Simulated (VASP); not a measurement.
# HC18F in VASP: notebook

HC18F is run at these levels: PBE; tasks: single point.

Everything below comes from runs of VASP 6.6.1. Logs are shortened: lines on timing, memory, paths and dates and some standing lists are left out, and cuts for length are marked.

## Step 1: The cell of the first run

The cell holds a slab with vacuum, 20 atoms: a = 7.398 Å, b = 7.398 Å, c = 12.000 Å, α = 90.00°, β = 90.00°, γ = 120.00°.

## Step 2: Single point, PBE

The input, INCAR:

```
PREC = Accurate ; ENCUT = 520
EDIFF = 1E-6 ; ISMEAR = 0
SIGMA = 0.02 ; LREAL = Auto
LASPH = True ; NELM = 60
ALGO = Normal ; ISIF = 2
LWAVE = False ; LCHARG = False
GGA = PE ; NBANDS = 56
```

The input, KPOINTS:

```
Automatic mesh
0
Gamma
  2 2 1
```

The input, POSCAR:

```
HC18F
1.0
    7.3980000000      0.0000000000      0.0000000000
   -3.6990000000      6.4068560000      0.0000000000
    0.0000000000      0.0000000000     12.0000000000
C F H
18 1 1
Direct
    0.0029705453     -0.0045047056      0.0729544167
    0.2244647990      0.1063540370      0.0800441667
   -0.0026074239      0.3270549549      0.0992093333
    0.2268837447      0.4418004712      0.0868101667
    0.0029704854      0.6641923902      0.0729545000
    0.2244647917      0.7748279343      0.0800441667
    0.3362061431     -0.0035382409      0.0838515833
    0.5612588464      0.1089880903      0.0874306667
    0.3365097501      0.3313436419      0.0801130000
    0.5571391260      0.4415488658      0.0723810833
    0.3365097772      0.6618833013      0.0801130000
    0.5571390781      0.7723073532      0.0723810833
    0.6705136657     -0.0051635311      0.0735722500
    0.8882447510      0.1021691451      0.0733755000
    0.6705138457      0.3323945473      0.0735722500
    0.8882447602      0.4427928457      0.0733755000
    0.6687535937      0.6627353572      0.0701435000
    0.8907894664      0.7737533043      0.0700635000
    0.6705335983      0.1636251853      0.2565645000
    0.9383871254      0.2975520286      0.1924345833
```

Potentials or basis: VASP PAW PBE potentials, release 64 (C, F, H).

Run with:

```
> cat potpaw_PBE.64/C/POTCAR potpaw_PBE.64/F/POTCAR potpaw_PBE.64/H/POTCAR > POTCAR
> mpirun -np 1 vasp_std > vasp.out
```

OUTCAR:

```text
PREC = Accurate
   ENCUT = 520
   EDIFF = 1E-6
   ISMEAR = 0
   LREAL = Auto
   LASPH = True
   NELM = 60
   ISIF = 2
   GGA = PE

 ion  position               nearest neighbor table
   1  0.003  0.995  0.073-  14 1.42  18 1.42   2 1.42
   2  0.224  0.106  0.080-   7 1.42   1 1.42   9 1.44
   3  0.997  0.327  0.099-  20 1.18  16 1.47  14 1.47   4 1.48
   4  0.227  0.442  0.087-  11 1.41   9 1.41   3 1.48
   5  0.003  0.664  0.073-  16 1.42  18 1.42   6 1.42
   6  0.224  0.775  0.080-   7 1.42   5 1.42  11 1.44
   7  0.336  0.996  0.084-   2 1.42   6 1.42   8 1.44
   8  0.561  0.109  0.087-  13 1.44  15 1.44   7 1.44
   9  0.337  0.331  0.080-   4 1.41  10 1.42   2 1.44
  10  0.557  0.442  0.072-   9 1.42  17 1.42  15 1.43
  11  0.337  0.662  0.080-   4 1.41  12 1.42   6 1.44
  12  0.557  0.772  0.072-  11 1.42  17 1.42  13 1.43
  13  0.671  0.995  0.074-  14 1.40  12 1.43   8 1.44
  14  0.888  0.102  0.073-  13 1.40   1 1.42   3 1.47
  15  0.671  0.332  0.074-  16 1.40  10 1.43   8 1.44
  16  0.888  0.443  0.073-  15 1.40   5 1.42   3 1.47
  17  0.669  0.663  0.070-  10 1.42  12 1.42  18 1.42
  18  0.891  0.774  0.070-   5 1.42   1 1.42  17 1.42
  19  0.671  0.164  0.257-
  20  0.938  0.298  0.192-   3 1.18

  LATTYP: Found a hexagonal cell.
 ALAT       =     7.3980000000
 C/A-ratio  =     1.6220600162

  Lattice vectors:

 A1 = (   7.3980000000,   0.0000000000,   0.0000000000)
 A2 = (  -3.6990000000,   6.4068560000,   0.0000000000)
 A3 = (   0.0000000000,   0.0000000000,  12.0000000000)

Analysis of symmetry for initial positions (statically):
=====================================================================
 Subroutine PRICEL returns:
 Original cell was already a primitive cell.

 Routine SETGRP: Setting up the symmetry group for a
 hexagonal supercell.

 Subroutine GETGRP returns: Found  2 space group operations
 (whereof  1 operations were pure point group operations)
 out of a pool of 24 trial point group operations.

The static configuration has the point symmetry C_1 .
 The point group associated with its full space group is C_1h.

Analysis of symmetry for dynamics (positions and initial velocities):
=====================================================================
 Subroutine PRICEL returns:
 Original cell was already a primitive cell.

 Routine SETGRP: Setting up the symmetry group for a
 hexagonal supercell.

 Subroutine GETGRP returns: Found  2 space group operations
 (whereof  1 operations were pure point group operations)
 out of a pool of 24 trial point group operations.

The dynamic configuration has the point symmetry C_1 .
 The point group associated with its full space group is C_1h.

 Subroutine INISYM returns: Found  2 space group operations
 (whereof  1 operations are pure point group operations),
 and found     1 'primitive' translations

----------------------------------------------------------------------------------------

                                     Primitive cell

  volume of cell :     568.7750

  direct lattice vectors                    reciprocal lattice vectors
     7.398000000  0.000000000  0.000000000     0.135171668  0.078041398  0.000000000
    -3.699000000  6.406856000  0.000000000     0.000000000  0.156082796  0.000000000
     0.000000000  0.000000000 12.000000000     0.000000000  0.000000000  0.083333333

  length of vectors
     7.398000000  7.398000054 12.000000000     0.156082797  0.156082796  0.083333333

  position of ions in fractional coordinates (direct lattice)
     0.002970545  0.995495294  0.072954417
     0.224464799  0.106354037  0.080044167
     0.997392576  0.327054955  0.099209333
     0.226883745  0.441800471  0.086810167
     0.002970485  0.664192390  0.072954500
     0.224464792  0.774827934  0.080044167
[... 12 lines left out ...]
     0.670533598  0.163625185  0.256564500
     0.938387125  0.297552029  0.192434583

  ion indices of the primitive-cell ions
   primitive index   ion index
                 1           1
                 2           2
                 3           3
                 4           4
                 5           5
                 6           6
[... 12 lines left out ...]
                19          19
                20          20

----------------------------------------------------------------------------------------

 KPOINTS: Automatic mesh

Automatic generation of k-mesh.
 Grid dimensions read from file:
 generate k-points for:    2    2    1

 Generating k-lattice:

  Cartesian coordinates                     Fractional coordinates (reciprocal lattice)
     0.067585834  0.039020699  0.000000000     0.500000000  0.000000000  0.000000000
     0.000000000  0.078041398  0.000000000     0.000000000  0.500000000  0.000000000
     0.000000000  0.000000000  0.083333333     0.000000000  0.000000000  1.000000000

  Length of vectors
     0.078041399  0.078041398  0.083333333

  Shift w.r.t. Gamma in fractional coordinates (k-lattice)
     0.000000000  0.000000000  0.000000000

 Subroutine IBZKPT returns following result:
 ===========================================

 Found      3 irreducible k-points:

 Following reciprocal coordinates:
            Coordinates               Weight
  0.000000  0.000000  0.000000      1.000000
  0.500000  0.000000  0.000000      1.000000
  0.000000  0.500000  0.000000      2.000000
   k-points           NKPTS =      3   k-points in BZ     NKDIM =      3   number of bands    NBANDS=     56
   number of dos      NEDOS =    301   number of ions     NIONS =     20
   total plane-waves  NPLWV = 282240
   dimension x,y,z NGX =    56 NGY =   56 NGZ =   90
   dimension x,y,z NGXF=   112 NGYF=  112 NGZF=  180
   ions per type =              18   1   1
   NGX,Y,Z   is equivalent  to a cutoff of  12.58, 12.58, 12.47 a.u.
   NGXF,Y,Z  is equivalent  to a cutoff of  25.17, 25.17, 24.94 a.u.
 SYSTEM =  unknown system
   PREC   = accura    normal or accurate (medium, high low for compatibility)
   ISTART =      0    job   : 0-new  1-cont  2-samecut
   ICHARG =      2    charge: 1-file 2-atom 10-const
   ISPIN  =      1    spin polarized calculation?
   LNONCOLLINEAR =      F non collinear calculations
   LSORBIT =      F    spin-orbit coupling
   LASPH  =      T    aspherical Exc in radial PAW
   ENCUT  =  520.0 eV  38.22 Ry    6.18 a.u.  13.76 13.76 22.31*2*pi/ulx,y,z
   NELM   =     60;   NELMIN=  2; NELMDL= -5     # of ELM steps
   EDIFF  = 0.1E-05   stopping-criterion for ELM
   LREAL  =      T    real-space projection
   EDIFFG = 0.1E-04   stopping-criterion for IOM
   NSW    =      0    number of steps for IOM
   IBRION =     -1    ionic relax: 0-MD 1-quasi-New 2-CG
   NFREE  =      0    steps in history (QN), initial steepest desc. (CG)
   ISIF   =      2    stress and relaxation
   ISYM   =      2    0-nonsym 1-usesym 2-fastsym
   POTIM  = 0.5000    time-step for ionic-motion
   TEBEG  =    0.0;   TEEND  =   0.0 temperature during run
   PSTRESS=    0.0 pullay stress
   NELECT =      80.0000    total number of electrons
   NUPDOWN=      -1.0000    fix difference up-down
   EMIN   =  10.00;   EMAX   =-10.00  energy-range for DOS
   EFERMI =   0.00;   METHOD = LEGACY
   ISMEAR =     0;   SIGMA  =   0.02  broadening in eV -4-tet -1-fermi 0-gaus
   EFERMI_NEDOS =   21; number of points for ismear=-14 and -15
   IALGO  =     38    algorithm
   IMIX   =      4    mixing-type and parameters
     AMIX     =   0.40;   BMIX     =  1.00
     AMIX_MAG =   1.60;   BMIX_MAG =  1.00
  volume/ion in A,a.u.               =      28.44       191.91
  Fermi-wavevector in a.u.,A,eV,Ry     =   0.851382  1.608879  9.862209  0.724852
  Thomas-Fermi vector in A             =   1.967507
   LORBIT       =      0    0 simple, 1 ext, 2 COOP (PROOUT), +10 PAW based schemes
   GGA     = PE    functional components
   LHFCALC =     F    Hartree Fock is set to
   AEXX    =    0.0000 exact exchange contribution
   IVDW    =     0    specifies the selected vdW correction
   LEPSILON=     F    determine dielectric tensor
   LRPA    =     F    only Hartree local field effects (RPA)
 non-spin polarized calculation
 Gauss-broadening in eV      SIGMA  =   0.02
  energy-cutoff  :      520.00
  volume of cell :      568.78
 maximum number of plane-waves:     15363
 NGX is ok and might be reduce to    56
   NGX = 27   NGY = 27   NGZ = 45

 number of electron      79.9999996 magnetization

 Free energy of the ion-electron system (eV)
  ---------------------------------------------------
  ext. energy  EPLUGINS =         0.00000000
  ---------------------------------------------------
  free energy    TOTEN  =      -170.81842392 eV

  energy without entropy =     -170.81842392  energy(sigma->0) =     -170.81842392

 E-fermi :  -2.2350     XC(G=0):  -3.8935

 val. band max:       -2.3188570804   @ k =   0.0000   0.0000   0.0000
 cond. band min:      -2.1507269886   @ k =   0.0000   0.0000   0.0000
 fundamental gap:      0.1681300918
 Fermi energy:        -2.2349569464

 k-point     1 :       0.0000    0.0000    0.0000
  band No.  band energies     occupation
      1     -22.7746      2.00000
      2     -21.8210      2.00000
      3     -19.4337      2.00000
      4     -19.3665      2.00000
      5     -19.3423      2.00000
      6     -19.2492      2.00000
[... 44 lines left out ...]
     51       3.6309      0.00000
     52       4.7336      0.00000

 k-point     2 :       0.5000    0.0000    0.0000
  band No.  band energies     occupation
      1     -22.7590      2.00000
      2     -21.2733      2.00000
      3     -21.1358      2.00000
      4     -19.9454      2.00000
      5     -19.9131      2.00000
      6     -17.5774      2.00000
[... 44 lines left out ...]
     51       3.9674      0.00000
     52       4.1433      0.00000

 k-point     3 :       0.0000    0.5000    0.0000
  band No.  band energies     occupation
      1     -22.7598      2.00000
      2     -21.2388      2.00000
      3     -21.1684      2.00000
      4     -19.9677      2.00000
      5     -19.8966      2.00000
      6     -17.5429      2.00000
[... 44 lines left out ...]
     51       3.9143      0.00000
     52       4.2009      0.00000
 [bands above 52 left out]

------------------------ aborting loop because EDIFF is reached ----------------------------------------

  FORCE on cell =-STRESS in cart. coord.  units (eV):
  Direction    XX          YY          ZZ          XY          YZ          ZX
  --------------------------------------------------------------------------------------
  -------------------------------------------------------------------------------------
  Total       -1.0434964      2.9523975     -0.1771116     -3.4605456     -0.0018547     -0.0032090
  in kB       -2.9394155      8.3165821     -0.4989041     -9.7479799     -0.0052245     -0.0090395
  external PRESSURE =       1.6260875 kB  Pullay stress =       0.0000000 kB

 VOLUME and BASIS-vectors are now :
 -----------------------------------------------------------------------------
  energy-cutoff  :      520.00
  volume of cell :      568.78
      direct lattice vectors                 reciprocal lattice vectors
     7.398000000  0.000000000  0.000000000     0.135171668  0.078041398  0.000000000
    -3.699000000  6.406856000  0.000000000     0.000000000  0.156082796  0.000000000
     0.000000000  0.000000000 12.000000000     0.000000000  0.000000000  0.083333333

 POSITION                                       TOTAL-FORCE (eV/Angst)
 -----------------------------------------------------------------------------------
     -3.66036      6.37799      0.87545        -0.001850      0.002853     -0.003508
      1.26719      0.68140      0.96053         0.000918      0.009062      0.002216
      6.16893      2.09539      1.19051         0.010343      0.005971     -0.001118
      0.04427      2.83055      1.04172        -0.008414     -0.004858     -0.000509
     -2.43487      4.25539      0.87545         0.001546     -0.003028     -0.003508
     -1.20550      4.96421      0.96053         0.008307     -0.003736      0.002216
[... 12 lines left out ...]
      4.35536      1.04832      3.07877        -0.002391     -0.001381      0.007253
      5.84154      1.90637      2.30921        -0.004836     -0.002792      0.017810
 -----------------------------------------------------------------------------------
    total drift:                                0.021507      0.005580     -0.003960

  FREE ENERGIE OF THE ION-ELECTRON SYSTEM (eV)
  ---------------------------------------------------
  free  energy   TOTEN  =      -170.8184239245 eV

  energy  without entropy=     -170.8184239244  energy(sigma->0) =     -170.81842392
```

It took 7.5 min on 1 thread of Intel Xeon 8259CL, shared host; peak memory 0.59 GiB.

Results:

```yaml
Free_energy: -170.8184 eV
Largest_force: 0.019 eV/Å
Band_gap_on_the_k_mesh: 0.17 eV
```

Forces in eV/Å, atoms in the order of the input:
```
C   -0.002  0.003 -0.004
C    0.001  0.009  0.002
C    0.010  0.006 -0.001
C   -0.008 -0.005 -0.001
C    0.002 -0.003 -0.004
C    0.008 -0.004  0.002
C    0.000  0.000 -0.001
C   -0.004 -0.002  0.004
C    0.002 -0.004  0.003
C   -0.006  0.000 -0.002
C   -0.002  0.004  0.003
C   -0.003 -0.005 -0.002
C   -0.005  0.000 -0.003
C    0.006  0.011 -0.010
C   -0.002 -0.004 -0.003
C    0.012 -0.001 -0.010
C   -0.001 -0.001  0.000
C    0.000  0.000  0.000
F   -0.002 -0.001  0.007
H   -0.005 -0.003  0.018
```

Caveat: the k points lie up to 0.49 Å⁻¹ apart; there is no dipole correction, which matters where the two faces differ; semilocal functionals underestimate gaps, and a narrow one can read as zero.

## Step 3: Single point, PBE

The input, INCAR:

```
SYSTEM = HC18F
PREC = Accurate ; ENCUT = 520
EDIFF = 1E-6 ; ISMEAR = 0
SIGMA = 0.02 ; LREAL = Auto
LASPH = .True. ; NELM = 80
ALGO = Normal ; ISIF = 2
LWAVE = .False. ; LCHARG = .False.
GGA = PE ; NBANDS = 56
```

The input, KPOINTS:

```
regular mesh
0
Gamma
  2 2 1
  0 0 0
```

The input, POSCAR:

```
HC18F
1.0
    7.3980000000      0.0000000000      0.0000000000
   -3.6990000000      6.4068560000      0.0000000000
    0.0000000000      0.0000000000     12.0000000000
C F H
18 1 1
Direct
   -0.0385147418     -0.0190740292      0.0772921437
    0.1840681123      0.0922350114      0.0772100883
   -0.0373126203      0.3133009187      0.0780895523
    0.1829388633      0.4234189520      0.0777836649
   -0.0394506680      0.6454487088      0.0772808249
    0.1850282493      0.7576615345      0.0772534786
    0.2962131872     -0.0199677383      0.0772398303
    0.5159621386      0.0899146632      0.0773720368
    0.2940845919      0.3119598605      0.0773539282
    0.5183849534      0.4242986144      0.0772754690
    0.2950117413      0.6479681482      0.0773899408
    0.5174169201      0.7589498843      0.0773318213
    0.6271225511     -0.0213462845      0.0774289186
    0.8514227349      0.0905886800      0.0776187477
    0.6280868147      0.3143230889      0.0773669466
    0.8504689644      0.4257250017      0.0775399657
    0.6295468190      0.6466981523      0.0773034299
    0.8492659775      0.7565641847      0.0772339835
    1.0367060370      0.3379476057      0.3465689399
    1.0343749742      0.3390515427      0.2683989892
```

Potentials or basis: VASP PAW PBE potentials, release 64 (C, F, H).

Run with:

```
> cat potpaw_PBE.64/C/POTCAR potpaw_PBE.64/F/POTCAR potpaw_PBE.64/H/POTCAR > POTCAR
> mpirun -np 1 vasp_std > vasp.out
```

It took 8.4 min on 1 thread of Intel Xeon 8259CL, shared host; peak memory 0.6 GiB.

Results (log left out):

```yaml
Free_energy: -173.5694 eV
Largest_force: 0.285 eV/Å
Band_gap_on_the_k_mesh: 0.19 eV
```

Forces in eV/Å, atoms in the order of the input:
```
C   -0.001 -0.002 -0.003
C   -0.001 -0.008  0.000
C    0.008  0.009  0.002
C   -0.006  0.001  0.005
C    0.010 -0.001  0.001
C   -0.018 -0.014 -0.002
C    0.004  0.005  0.002
C   -0.011  0.005 -0.001
C    0.003  0.012 -0.003
C   -0.009 -0.006  0.000
C    0.008 -0.009  0.004
C   -0.003 -0.006 -0.003
C    0.015 -0.004  0.000
C    0.003 -0.008 -0.005
C   -0.001  0.004 -0.001
C   -0.001  0.013  0.002
C   -0.005  0.007 -0.001
C    0.004  0.000  0.001
F    0.006 -0.003  0.285
H   -0.006  0.003 -0.282
```

Levels at points of the mesh, in eV from the valence-band top:
| k point | band 37 | band 38 | band 39 | band 40 | band 41 | band 42 | band 43 | band 44 |
| --- | --- | --- | --- | --- | --- | --- | --- | --- |
| (0.00, 0.00, 0.00) | -2.95 | -2.95 | -0.04 | 0.00 | 0.19 | 0.22 | 3.44 | 4.66 |
| (0.50, 0.00, 0.00) | -2.58 | -2.55 | -2.53 | -2.26 | 1.76 | 2.54 | 2.58 | 2.64 |
| (0.00, 0.50, 0.00) | -2.58 | -2.53 | -2.51 | -2.26 | 1.77 | 2.54 | 2.59 | 2.64 |
| (0.50, 0.50, 0.00) | -2.57 | -2.53 | -2.51 | -2.26 | 1.77 | 2.55 | 2.59 | 2.63 |

Caveat: the k points lie up to 0.49 Å⁻¹ apart; there is no dipole correction, which matters where the two faces differ; semilocal functionals underestimate gaps, and a narrow one can read as zero.

(Continued in part 2 of 2.)
